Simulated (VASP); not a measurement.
# P in VASP: further runs, part 2 of 2

VASP 6.6.1. Earlier steps stand in the parts before.

## 4. Single point, r2SCAN (biaxial strain in the a-b plane: +4.5 %)

Contents of POSCAR:

```
P
1.0
    3.4385568657      0.0000000000      0.0000000000
    0.0000000000     36.4272375714      0.0000000000
    0.0000000000      0.0000000000      4.5109525745
P
4
Direct
    0.0000000000      0.9709220311      0.5898719310
    0.0000000000      0.0290779689      0.4101280690
    0.5000000000      0.0290779689      0.0898719310
    0.5000000000      0.9709220311      0.9101280690
```

Contents of INCAR.step1:

```
PREC = Accurate ; ENCUT = 520
ISMEAR = 0 ; SIGMA = 0.02
LREAL = F ; LASPH = T
NELM = 60 ; NBANDS = 18
GGA = PE ; ALGO = Normal
EDIFF = 1E-4 ; LWAVE = T
LCHARG = F
```

Contents of INCAR.step2:

```
PREC = Accurate ; ENCUT = 520
EDIFF = 1E-7 ; ISMEAR = 0
SIGMA = 0.02 ; LREAL = F
LASPH = T ; NELM = 60
ALGO = Normal ; ISIF = 2
LWAVE = F ; LCHARG = F
METAGGA = R2SCAN ; LMIXTAU = T
NBANDS = 18 ; ISTART = 1
```

Contents of KPOINTS:

```
Automatic mesh
0
Gamma
  8 1 6
```

Potentials or basis: VASP PAW PBE potentials, release 64 (P).

Command:

```console
$ cat potpaw_PBE.64/P/POTCAR > POTCAR
$ cp INCAR.step1 INCAR
$ mpirun -np 1 vasp_std > vasp.out
$ cp INCAR.step2 INCAR
$ mpirun -np 1 vasp_std > vasp.out
```

OUTCAR:

```text
PREC = Accurate
   ENCUT = 520
   EDIFF = 1E-7
   ISMEAR = 0
   LREAL = F
   LASPH = T
   NELM = 60
   ISIF = 2
   METAGGA = R2SCAN
   ISTART = 1

 ion  position               nearest neighbor table
   1  0.000  0.971  0.590-   4 2.25   4 2.25   2 2.27
   2  0.000  0.029  0.410-   3 2.25   3 2.25   1 2.27
   3  0.500  0.029  0.090-   2 2.25   2 2.25   4 2.27
   4  0.500  0.971  0.910-   1 2.25   1 2.25   3 2.27

  LATTYP: Found a simple orthorhombic cell.
 ALAT       =     3.4385568657
[... 613 lines left out ...]

  FORCE on cell =-STRESS in cart. coord.  units (eV):
  Direction    XX          YY          ZZ          XY          YZ          ZX
  --------------------------------------------------------------------------------------
  -------------------------------------------------------------------------------------
  Total       -4.2501680     -1.2785891     -0.4322938      0.0000000     -0.0000000      0.0000000
  in kB      -12.0516351     -3.6255246     -1.2257978      0.0000000     -0.0000000      0.0000000
  external PRESSURE =      -5.6343192 kB  Pullay stress =       0.0000000 kB

 VOLUME and BASIS-vectors are now :
 -----------------------------------------------------------------------------
  energy-cutoff  :      520.00
  volume of cell :      565.03
      direct lattice vectors                 reciprocal lattice vectors
     3.438556866  0.000000000  0.000000000     0.290819678  0.000000000  0.000000000
     0.000000000 36.427237571  0.000000000     0.000000000  0.027451986  0.000000000
     0.000000000  0.000000000  4.510952575     0.000000000  0.000000000  0.221682668

 POSITION                                       TOTAL-FORCE (eV/Angst)
 -----------------------------------------------------------------------------------
      0.00000     35.36801      2.66088         0.000000      0.297966     -0.041619
      0.00000      1.05923      1.85007         0.000000     -0.297966      0.041619
      1.71928      1.05923      0.40541         0.000000     -0.297966     -0.041619
      1.71928     35.36801      4.10554         0.000000      0.297966      0.041619
 -----------------------------------------------------------------------------------
    total drift:                               -0.000000     -0.000000      0.000000

  FREE ENERGIE OF THE ION-ELECTRON SYSTEM (eV)
  ---------------------------------------------------
  free  energy   TOTEN  =       -35.6819442121 eV

  energy  without entropy=      -35.6819442121  energy(sigma->0) =      -35.68194421
```

OUTCAR.step1:

```text
PREC = Accurate
   ENCUT = 520
   ISMEAR = 0
   LREAL = F
[... 646 lines left out ...]
      0.00000     35.36801      2.66088        -0.000000      0.134631     -0.263540
      0.00000      1.05923      1.85007         0.000000     -0.134631      0.263540
      1.71928      1.05923      0.40541         0.000000     -0.134631     -0.263540
      1.71928     35.36801      4.10554        -0.000000      0.134631      0.263540
 -----------------------------------------------------------------------------------
    total drift:                               -0.000000     -0.000000      0.000000

  FREE ENERGIE OF THE ION-ELECTRON SYSTEM (eV)
  ---------------------------------------------------
  free  energy   TOTEN  =       -21.3934745231 eV

  energy  without entropy=      -21.3934745231  energy(sigma->0) =      -21.39347452
```

Run time: 23 min. Hardware: 1 thread of Intel Xeon Platinum 8375C at 2.90GHz (Ice Lake), shared host; peak memory 0.75 GiB.

Results:

* Free energy: -35.6819 eV
* Largest force: 0.301 eV/Å
* Band gap on the k mesh: 1.10 eV, direct

Forces on the atoms (eV/Å):
```
P    0.000  0.298 -0.042
P    0.000 -0.298  0.042
P    0.000 -0.298 -0.042
P    0.000  0.298  0.042
```

Caveat: the cell differs from its parent crystal (biaxial strain in the a-b plane: +4.5 %); the PAW data sets were made with another functional, which shifts forces and pressure a little.

## 5. Single point, r2SCAN

Contents of POSCAR:

```
P
1.0
    3.2904850401      0.0000000000      0.0000000000
    0.0000000000     34.8586007868      0.0000000000
    0.0000000000      0.0000000000      4.6361280531
P
4
Direct
    0.0000000000      0.9701265430      0.5914832098
    0.0000000000      0.0298734570      0.4085167902
    0.5000000000      0.0298734570      0.0914832098
    0.5000000000      0.9701265430      0.9085167902
```

Contents of INCAR.step1:

```
ALGO = Normal ; EDIFF = 1E-4
ENCUT = 520 ; GGA = PE
ISMEAR = 0 ; LASPH = True
LCHARG = False ; LREAL = False
LWAVE = True ; NBANDS = 18
NELM = 80 ; PREC = Accurate
SIGMA = 0.05
```

Contents of INCAR.step2:

```
ALGO = Normal ; EDIFF = 1E-6
ENCUT = 520 ; ISIF = 2
ISMEAR = 0 ; ISTART = 1
LASPH = True ; LCHARG = True
LELF = True ; LMIXTAU = True
LREAL = False ; LVHAR = True
LWAVE = False ; METAGGA = R2SCAN
NBANDS = 18 ; NELM = 80
PREC = Accurate ; SIGMA = 0.05
```

Contents of KPOINTS:

```
k-points
0
Gamma
  8 1 6
```

Command:

```console
$ cat potpaw_PBE.64/P/POTCAR > POTCAR
$ cp INCAR.step1 INCAR
$ mpirun -np 1 vasp_std > vasp.out
$ cp INCAR.step2 INCAR
$ mpirun -np 1 vasp_std > vasp.out
```

Run time: 35 min. Hardware: 1 thread of Oxide Virtual Turin-like, shared host; peak memory 0.61 GiB.

The run converged. Its results:

| Property | Result |
| --- | --- |
| Free energy | -35.7889 eV |
| Largest force | 0.099 eV/Å |
| Band gap on the k mesh | 1.12 eV, direct |

Forces in eV/Å, atoms in the order of the input:
```
P    0.000  0.060  0.079
P    0.000 -0.060 -0.079
P    0.000 -0.060  0.079
P    0.000  0.060 -0.079
```

Levels at points of the mesh, in eV from the valence-band top:
| k point | band 7 | band 8 | band 9 | band 10 | band 11 | band 12 | band 13 | band 14 |
| --- | --- | --- | --- | --- | --- | --- | --- | --- |
| (0.00, 0.00, 0.00) | -3.63 | -1.98 | -1.70 | 0.00 | 1.12 | 1.87 | 2.96 | 3.52 |
| (0.50, 0.00, 0.00) | -2.88 | -2.88 | -2.01 | -2.01 | 1.47 | 1.47 | 2.50 | 2.50 |
| (0.00, 0.00, 0.50) | -2.81 | -2.81 | -1.43 | -1.43 | 2.39 | 2.39 | 3.98 | 3.98 |
| (0.50, 0.00, 0.50) | -4.70 | -4.70 | -1.14 | -1.14 | 2.62 | 2.62 | 4.07 | 4.07 |

Caveat: the PAW data sets were made with another functional, which shifts forces and pressure a little.

## 6. Overview

| cell | k mesh | smearing | gap on the mesh (eV) | largest force (eV/Å) |
| --- | --- | --- | --- | --- |
| a = 3.290, b = 34.859, c = 4.636 Å, 4 atoms | 8 × 1 × 6 | gaussian 0.02 eV | 1.12 | 0.10 |
| a = 3.284, b = 34.857, c = 4.632 Å, 4 atoms | 6 × 1 × 4 | gaussian 0.1 eV | 1.13 | 0.03 |
| a = 3.439, b = 36.427, c = 4.511 Å, 4 atoms | 8 × 1 × 6 | gaussian 0.02 eV | 1.10 | 0.30 |
| a = 3.290, b = 34.859, c = 4.636 Å, 4 atoms | 8 × 1 × 6 | gaussian 0.05 eV | 1.12 | 0.10 |

Alike in all rows: task single point; level r2SCAN; potentials or basis VASP PAW PBE potentials, release 64 (P); no spin polarisation; cutoff (eV) 520.

Caveats: the PAW data sets were made with another functional, which shifts forces and pressure a little.

Total energies depend on the potentials used, so only differences within one code and one set of settings carry meaning.
